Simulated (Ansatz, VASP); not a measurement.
Two plane-wave programs on TiAl

```
Ti Al
1.0
     3.18632    0.00000    0.00000
     0.00000    3.18632    0.00000
     0.00000    0.00000    3.18632
Ti Al
1 1
Direct
  0.00228 0.00521 0.99249
  0.49772 0.49479 0.50751
```

Change from the starting cell: atom 1 moved 0.06 Å.

Alike in both runs: task single point; functional PBE; k mesh 10 × 10 × 10; occupations gaussian, width 0.15 eV; no spin polarisation.

|  | VASP | Ansatz |
| --- | --- | --- |
| version | VASP 6.6.1 | Ansatz 0.2.0 |
| potentials or method | VASP PAW PBE potentials, release 64 (Ti_sv, Al), cutoff 520 eV | scalar-relativistic, plane waves, PAW |
| valence electrons in the cell | 15 | 15 |

```tsv
	VASP	Ansatz	Ansatz less VASP
gap on the k mesh at the Fermi level (eV)	none	none	-
pressure (GPa)	0.2	0.2	+0.03
traceless stress, the component that is largest in VASP (GPa)	-0.12	-0.12	0.000
rms of the force components (eV/Å)	0.215	0.215	-0.0001
```

Atom by atom the forces differ by 0.000 eV/Å (rms over components). A gap of «none» marks a metal or a gap that the smearing closes.
